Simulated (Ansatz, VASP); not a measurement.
**C in VASP and in Ansatz**

```
C
1.0
     2.46474    0.00000    0.00000
    -1.23237    2.13453    0.03202
     0.00000    0.05351    3.56743
C
2
Direct
  0.33333 0.66667 0.00000
  0.66667 0.33333 0.00000
```

Change from the starting cell: strain +0.0300 x Voigt [0, 0, 0, 1, 0, 0], atoms carried along.

Alike in both runs: task single point; functional PBE; dispersion D3(BJ); k mesh 30 × 30 × 18; occupations gaussian, width 0.15 eV; no spin polarisation.

|  | VASP | Ansatz |
| --- | --- | --- |
| version | VASP 6.6.1 | Ansatz 0.2.0 |
| potentials or method | VASP PAW PBE potentials, release 64 (C), cutoff 520 eV | scalar-relativistic, plane waves, PAW |
| valence electrons in the cell | 8 | 8 |

Ansatz gave:

```
gap on the k mesh at the Fermi level (eV)                     : none
pressure (GPa)                                                : 0.0
traceless stress, the component that is largest in VASP (GPa) : 0.11
```

Q: Which values does VASP return?

A: gap on the k mesh at the Fermi level (eV): none; pressure (GPa): 0.4; traceless stress, the component that is largest in VASP (GPa): -0.40.

A gap of «none» marks a metal or a gap that the smearing closes.
